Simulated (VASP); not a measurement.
Crystal: TiW3.

```
Ti W
1.0
     3.83984    0.00000    0.00000
    -1.91992    3.32540    0.00000
     0.00000    0.00000    5.45401
Ti W
1 3
Direct
  0.00000 0.00000 0.50000
  0.33333 0.66667 0.50000
  0.66667 0.33333 0.50000
  0.00000 0.00000 0.00000
```

| Quantity | Value |
| --- | --- |
| Program | VASP 6.6.1 |
| Task | relaxation of cell and atoms |
| Functional | PBE |
| Potentials or basis | VASP PAW PBE potentials, release 64 (Ti_sv, W_sv) |
| Cutoff | 600 eV |
| k mesh | 6 × 6 × 4 |
| Occupations | gaussian, width 0.1 eV |
| Spin | no spin polarisation |

At the start: pressure 73.5 GPa; volume 17.41 Å³/atom.

Problem. Where does the relaxation end?

Solution. Over 7 steps the energy falls by 2284.3 meV/atom and the volume is 20.58 Å³/atom (+18.2 %); space group P6/mmm (No. 191, to 0.05 Å).

The path:
| step | energy change (eV) | largest force (eV/Å) | pressure (GPa) | volume (Å³) |
| --- | --- | --- | --- | --- |
| 1 | 0.0000 | 0.0000 | 73.51 | 69.64 |
| 2 | 3.6436 | 0.0000 | -19.15 | 162.94 |
| 3 | -7.8186 | 0.0000 | -17.58 | 101.54 |
| 4 | -8.1555 | 0.0000 | -12.89 | 96.80 |
| 5 | -8.2124 | 0.0000 | -8.76 | 93.61 |
| 6 | -9.1188 | 0.0000 | 1.97 | 81.06 |
| 7 | -9.1370 | 0.0000 | 0.23 | 82.32 |

Final structure:
```
Ti W
1.0
     4.54867    0.00000    0.00000
    -2.27433    3.93926    0.00000
     0.00000    0.00000    4.59436
Ti W
1 3
Direct
  0.00000 0.00000 0.50000
  0.33333 0.66667 0.50000
  0.66667 0.33333 0.50000
  0.00000 0.00000 0.00000
```

Caveat: the volume moved by over 15 % at a fixed basis, so the end points are rough.
